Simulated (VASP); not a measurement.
The system is Be.

```
Be
1.0
     3.99058    0.00118    0.04013
     0.00118    3.96991   -0.03530
     0.04013   -0.03530    4.03535
Be
8
Cartesian
  2.0029 1.9951 2.0614
  3.9328 -0.0274 0.1011
  1.0598 0.0721 1.9633
  2.0263 0.9743 0.0045
  1.9518 2.9133 -0.0563
  2.9533 -0.0336 2.0336
  0.0923 1.9928 3.0305
  0.0511 1.9539 1.0024
```

```yaml
Program: VASP 6.6.1
Task: relaxation of cell and atoms
Functional: PBEsol
Potentials_or_basis: VASP PAW PBE potentials, release 64 (Be)
Cutoff: 600 eV
k_mesh: 6 × 6 × 6
Occupations: gaussian, width 0.1 eV
Spin: no spin polarisation
```

At the start: pressure 1.5 GPa; volume 7.99 Å³/atom.

Where does the relaxation end?

Over 52 steps the energy falls by 97.0 meV/atom and the volume is 8.14 Å³/atom (+1.9 %); space group R32 (No. 155, to 0.05 Å).

The path:
| step | energy change (eV) | largest force (eV/Å) | pressure (GPa) | volume (Å³) |
| --- | --- | --- | --- | --- |
| 1 | 0.0000 | 1.3910 | 1.53 | 63.92 |
| 3 | -0.1600 | 0.4800 | -0.39 | 64.58 |
| 5 | -0.2071 | 0.2514 | -0.40 | 64.44 |
| 7 | -0.2164 | 0.1923 | 0.19 | 64.09 |
| 9 | -0.2204 | 0.0668 | 0.16 | 64.10 |
| 11 | -0.2219 | 0.0515 | -0.23 | 64.31 |
| 13 | -0.2229 | 0.0460 | 0.14 | 64.10 |
| 15 | -0.2248 | 0.0854 | 0.24 | 64.04 |
| 17 | -0.2260 | 0.2513 | 0.40 | 63.95 |
| 19 | -0.2270 | 0.2766 | 0.42 | 63.95 |
| 21 | -0.2320 | 0.3750 | 0.53 | 63.91 |
| 23 | -0.2599 | 0.7519 | 1.62 | 63.74 |
| 25 | -0.2784 | 0.8609 | 2.16 | 63.67 |
| 27 | -0.2843 | 0.9921 | 2.57 | 63.60 |
| 29 | -0.2847 | 1.0237 | 2.66 | 63.59 |
| 31 | -0.2859 | 1.0565 | 2.74 | 63.59 |
| 33 | -0.2919 | 1.0440 | 2.69 | 63.62 |
| 35 | -0.3153 | 1.0190 | 2.48 | 63.72 |
| 37 | -0.4009 | 0.9682 | 1.67 | 64.13 |
| 39 | -0.5763 | 0.7917 | -0.83 | 65.70 |
| 41 | -0.7140 | 0.4779 | -0.82 | 65.55 |
| 43 | -0.7403 | 0.4096 | -0.58 | 65.46 |
| 45 | -0.7692 | 0.1443 | 0.46 | 64.87 |
| 47 | -0.7742 | 0.0629 | -0.06 | 65.14 |
| 49 | -0.7753 | 0.0365 | -0.02 | 65.12 |
| 51 | -0.7757 | 0.0167 | 0.03 | 65.08 |
| 52 | -0.7758 | 0.0133 | -0.01 | 65.11 |

Final structure:
```yaml
crystal:
  lattice:
    - [4.03342, -0.19967, 0.20222]
    - [-0.20415, 4.03304, 0.20455]
    - [0.20145, 0.19885, 4.03361]
  atoms:
    - { symbol: Be, position: [0.48462, 0.48447, 0.51543] }
    - { symbol: Be, position: [0.01519, 0.01529, 0.98485] }
    - { symbol: Be, position: [0.25015, 0.93840, 0.43863] }
    - { symbol: Be, position: [0.56142, 0.25009, 0.06156] }
    - { symbol: Be, position: [0.45027, 0.75009, 0.95012] }
    - { symbol: Be, position: [0.75017, 0.04973, 0.54953] }
    - { symbol: Be, position: [0.93840, 0.56144, 0.74998] }
    - { symbol: Be, position: [0.04978, 0.45051, 0.24990] }
```

Caveat: the PAW data sets were made with another functional, which shifts forces and pressure a little.
